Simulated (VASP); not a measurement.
# P in VASP: single point with PBE0

Aim: the single point of P with PBE0.

Everything below comes from runs of VASP 6.6.1. Logs are shortened: lines on timing, memory, paths and dates and some standing lists are left out, and cuts for length are marked.

**1. The cell of the first run**

The cell holds a sheet with vacuum, 4 atoms: a = 3.285 Å, b = 4.293 Å, c = 18.130 Å, α = 90.00°, β = 90.00°, γ = 90.00°.

**2. Single point, PBE0**

The input, POSCAR:

```
P
1.0
    3.2848939309      0.0000000000      0.0000000000
    0.0000000000      4.2930055698      0.0000000000
    0.0000000000      0.0000000000     18.1295767513
P
4
Direct
    0.0000000000      0.0774059302      0.4412678856
    0.5000000000      0.4225940698      0.4412678856
    0.5000000000      0.5774059302      0.5587321144
    0.0000000000      0.9225940698      0.5587321144
```

The input, INCAR.step1:

```
  ALGO = Normal
  DIPOL = 0.5 0.5 0.500
  EDIFF = 1E-5
  ENCUT = 400
  GGA = PE
  GGA_COMPAT = False
  IDIPOL = 3
  ISIF = 2
  ISMEAR = 0
  LASPH = True
  LCHARG = False
  LDIPOL = True
  LREAL = False
  LWAVE = True
  NBANDS = 18
  NELM = 120
  NELMDL = -8
  PREC = Accurate
  SIGMA = 0.03
```

The input, INCAR.step2:

```
  AEXX = 0.25
  ALGO = Normal
  DIPOL = 0.5 0.5 0.500
  EDIFF = 1E-6
  ENCUT = 400
  GGA = PE
  GGA_COMPAT = False
  IDIPOL = 3
  ISIF = 2
  ISMEAR = 0
  ISTART = 1
  LASPH = True
  LCHARG = False
  LDIPOL = True
  LHFCALC = True
  LREAL = False
  LWAVE = False
  NBANDS = 18
  NELM = 120
  PREC = Accurate
  PRECFOCK = Normal
  SIGMA = 0.03
```

The input, KPOINTS:

```
k-points
0
Gamma
  6 4 1
```

Potentials or basis: VASP PAW PBE potentials, release 64 (P).

Started as:

```sh
$ cat potpaw_PBE.64/P/POTCAR > POTCAR
$ cp INCAR.step1 INCAR
$ mpirun -np 1 vasp_std > vasp.out
$ cp INCAR.step2 INCAR
$ mpirun -np 1 vasp_std > vasp.out
```

OUTCAR:

```text
AEXX = 0.25
   EDIFF = 1E-6
   ENCUT = 400
   GGA = PE
   ISIF = 2
   ISMEAR = 0
   ISTART = 1
   LASPH = True
   LHFCALC = True
   LREAL = False
   NELM = 120
   PREC = Accurate
   PRECFOCK = Normal

 ion  position               nearest neighbor table
   1  0.000  0.077  0.441-   2 2.21   2 2.21   4 2.23
   2  0.500  0.423  0.441-   1 2.21   1 2.21   3 2.23
   3  0.500  0.577  0.559-   4 2.21   4 2.21   2 2.23
   4  0.000  0.923  0.559-   3 2.21   3 2.21   1 2.23

  LATTYP: Found a simple orthorhombic cell.
 ALAT       =     3.2848939309
 B/A-ratio  =     1.3068932088
 C/A-ratio  =     5.5190752373

  Lattice vectors:

 A1 = (   3.2848939309,   0.0000000000,   0.0000000000)
 A2 = (   0.0000000000,   4.2930055698,   0.0000000000)
 A3 = (   0.0000000000,   0.0000000000,  18.1295767513)

Analysis of symmetry for initial positions (statically):
=====================================================================
 Subroutine PRICEL returns:
 Original cell was already a primitive cell.

 Routine SETGRP: Setting up the symmetry group for a
 simple orthorhombic supercell.

 Subroutine GETGRP returns: Found  8 space group operations
 (whereof  4 operations were pure point group operations)
 out of a pool of  8 trial point group operations.

The static configuration has the point symmetry C_2h.
 The point group associated with its full space group is D_2h.

Analysis of symmetry for dynamics (positions and initial velocities):
=====================================================================
 Subroutine PRICEL returns:
 Original cell was already a primitive cell.

 Routine SETGRP: Setting up the symmetry group for a
 simple orthorhombic supercell.

 Subroutine GETGRP returns: Found  8 space group operations
 (whereof  4 operations were pure point group operations)
 out of a pool of  8 trial point group operations.

The dynamic configuration has the point symmetry C_2h.
 The point group associated with its full space group is D_2h.

 Subroutine INISYM returns: Found  8 space group operations
 (whereof  4 operations are pure point group operations),
 and found     1 'primitive' translations

[... 93 lines left out ...]
   POTIM  = 0.5000    time-step for ionic-motion
   TEBEG  =    0.0;   TEEND  =   0.0 temperature during run
   PSTRESS=    0.0 pullay stress
   NELECT =      20.0000    total number of electrons
   NUPDOWN=      -1.0000    fix difference up-down
   EMIN   =  10.00;   EMAX   =-10.00  energy-range for DOS
   EFERMI =   0.00;   METHOD = LEGACY
   ISMEAR =     0;   SIGMA  =   0.03  broadening in eV -4-tet -1-fermi 0-gaus
   EFERMI_NEDOS =   21; number of points for ismear=-14 and -15
   IALGO  =     38    algorithm
   IMIX   =      1    mixing-type and parameters
     AMIX     =   0.40;   BMIX     =  1.00
     AMIX_MAG =   1.60;   BMIX_MAG =  1.00
  volume/ion in A,a.u.               =      63.92       431.33
  Fermi-wavevector in a.u.,A,eV,Ry     =   0.700156  1.323103  6.669822  0.490218
  Thomas-Fermi vector in A             =   1.784232
   LORBIT       =      0    0 simple, 1 ext, 2 COOP (PROOUT), +10 PAW based schemes
   GGA     = PE    functional components
   LHFCALC =     T    Hartree Fock is set to
   PRECFOCK=normal    Normal, Fast or Accurate (Low or Medium for compatibility)
   ENCUT4O =  -1.0   cutoff for four orbital integrals eV
   NKREDX  =     1    reduce k-point grid by
   NKREDY  =     1    reduce k-point grid by
   NKREDZ  =     1    reduce k-point grid by
   AEXX    =    0.2500 exact exchange contribution
   HFSCREEN=    0.0000 screening length (either q_TF or 0.3 A-1)
   HFSCREENC=   0.0000 screening length for correlation (either q_TF or 0.3 A-1)
   ENCUTFOCK=  -1.0 apply spherical cutoff to Coloumb kernel
   IVDW    =     0    specifies the selected vdW correction
   LEPSILON=     F    determine dielectric tensor
   LRPA    =     F    only Hartree local field effects (RPA)
 non-spin polarized calculation
 Gauss-broadening in eV      SIGMA  =   0.03
  energy-cutoff  :      400.00
  volume of cell :      255.66
 maximum number of plane-waves:      4672
 NGX is ok and might be reduce to    24
  NGX = 18; NGY = 24; NGZ = 96

 number of electron      20.0000002 magnetization

 dipolmoment           0.000000      0.000000      0.000000 electrons x Angstroem

 Free energy of the ion-electron system (eV)
  ---------------------------------------------------
  ext. energy  EPLUGINS =         0.00000000
  ---------------------------------------------------
  free energy    TOTEN  =       -28.01709089 eV

  energy without entropy =      -28.01709089  energy(sigma->0) =      -28.01709089

 E-fermi :  -2.1076     XC(G=0):  -2.6720

 val. band max:       -2.2977910463   @ k =   0.0000   0.0000   0.0000
 cond. band min:      -0.3489646556   @ k =   0.0000   0.0000   0.0000
 fundamental gap:      1.9488263907
 Fermi energy:        -2.1076016671

 k-point     1 :       0.0000    0.0000    0.0000
  band No.  band energies     occupation
      1     -19.3964      2.00000
      2     -16.3617      2.00000
      3     -12.2198      2.00000
      4      -8.8634      2.00000
      5      -7.8153      2.00000
      6      -7.2063      2.00000
[... 229 lines left out ...]
      5      -8.0675      2.00000
      6      -8.0675      2.00000
[... 10 lines left out ...]
     17       5.3626      0.00000
     18       5.3626      0.00000

------------------------ aborting loop because EDIFF is reached ----------------------------------------

 vacuum level on the upper side and lower side of the slab       (xc-potential included)        -0.006        -0.006

  FORCE on cell =-STRESS in cart. coord.  units (eV):
  Direction    XX          YY          ZZ          XY          YZ          ZX
  --------------------------------------------------------------------------------------
  -------------------------------------------------------------------------------------
  Total        0.9713163      0.8647587     -0.9275998      0.0000000      0.0000000      0.0000000
  in kB        6.0869647      5.4191983     -5.8130058      0.0000000      0.0000000      0.0000000
  external PRESSURE =       1.8977191 kB  Pullay stress =       0.0000000 kB

 VOLUME and BASIS-vectors are now :
 -----------------------------------------------------------------------------
  energy-cutoff  :      400.00
  volume of cell :      255.66
      direct lattice vectors                 reciprocal lattice vectors
     3.284893931  0.000000000  0.000000000     0.304423833  0.000000000  0.000000000
     0.000000000  4.293005570  0.000000000     0.000000000  0.232937038  0.000000000
     0.000000000  0.000000000 18.129576751     0.000000000  0.000000000  0.055158486

 POSITION                                       TOTAL-FORCE (eV/Angst)
 -----------------------------------------------------------------------------------
      0.00000      0.33230      8.00000         0.000000      0.280870      0.200505
      1.64245      1.81420      8.00000         0.000000     -0.280870      0.200505
      1.64245      2.47881     10.12958         0.000000      0.280870     -0.200505
      0.00000      3.96070     10.12958         0.000000     -0.280870     -0.200505
 -----------------------------------------------------------------------------------
    total drift:                                0.000000      0.000000      0.000000

  FREE ENERGIE OF THE ION-ELECTRON SYSTEM (eV)
  ---------------------------------------------------
  free  energy   TOTEN  =       -28.0170908905 eV

  energy  without entropy=      -28.0170908905  energy(sigma->0) =      -28.01709089

 vacuum level on the upper side and lower side of the slab         3.234         3.234
```

OUTCAR.step1:

```text
EDIFF = 1E-5
   ENCUT = 400
   GGA = PE
   ISIF = 2
   ISMEAR = 0
   LASPH = True
   LREAL = False
   NELM = 120
[... 476 lines left out ...]
      1.64245      2.47881     10.12958        -0.000000     -0.005085      0.085320
      0.00000      3.96070     10.12958        -0.000000      0.005085      0.085320
 -----------------------------------------------------------------------------------
    total drift:                               -0.000000     -0.000000      0.000000

  FREE ENERGIE OF THE ION-ELECTRON SYSTEM (eV)
  ---------------------------------------------------
  free  energy   TOTEN  =       -21.3737913118 eV

  energy  without entropy=      -21.3737913118  energy(sigma->0) =      -21.37379131

 vacuum level on the upper side and lower side of the slab         3.070         3.070
```

OSZICAR.step1:

```text
N       E                     dE             d eps       ncg     rms          rms(c)
DAV:   1     0.108922167823E+03    0.10892E+03   -0.58850E+03   432   0.662E+02
DAV:   2    -0.971344775796E+01   -0.11864E+03   -0.11321E+03   624   0.139E+02
DAV:   3    -0.213489186808E+02   -0.11635E+02   -0.11572E+02   566   0.502E+01
[... 14 lines left out ...]
DAV:  18    -0.213736573991E+02    0.19220E-04   -0.78816E-06   450   0.872E-03    0.551E-03
DAV:  19    -0.213737447313E+02   -0.87332E-04   -0.66243E-06   402   0.830E-03    0.575E-03
DAV:  20    -0.213737601704E+02   -0.15439E-04   -0.78521E-07   430   0.360E-03    0.275E-03
DAV:  21    -0.213737850003E+02   -0.24830E-04   -0.16117E-06   424   0.404E-03    0.656E-04
DAV:  22    -0.213737913118E+02   -0.63115E-05   -0.24628E-07   402   0.183E-03
   1 F= -.21373791E+02 E0= -.21373791E+02  d E =-.209323E-17
```

Run time: 12 min. Hardware: 1 thread of AMD EPYC 7R43 (Zen 3), shared host; peak memory 0.27 GiB.

Results:

| Quantity | Value |
| --- | --- |
| Free energy | -28.0171 eV |
| Largest force | 0.345 eV/Å |
| Band gap on the k mesh | 1.95 eV |

Forces on the atoms (eV/Å):
```
P    0.000  0.281  0.201
P    0.000 -0.281  0.201
P    0.000  0.281 -0.201
P    0.000 -0.281 -0.201
```

Levels at points of the mesh, in eV from the valence-band top:
```
           k point  band 7  band 8  band 9  band 10  band 11  band 12  band 13  band 14
(0.00, 0.00, 0.00)   -3.98   -2.33   -1.99     0.00     1.95     2.92     4.39     5.33
(0.50, 0.00, 0.00)   -3.12   -3.12   -2.33    -2.33     2.78     2.78     3.14     3.14
(0.00, 0.50, 0.00)   -2.86   -2.86   -0.91    -0.91     3.59     3.59     4.92     4.92
(0.50, 0.50, 0.00)   -5.64   -5.64   -1.71    -1.71     3.89     3.89     6.46     6.46
```

Caveat: the PAW data sets were made with another functional, which shifts forces and pressure a little.
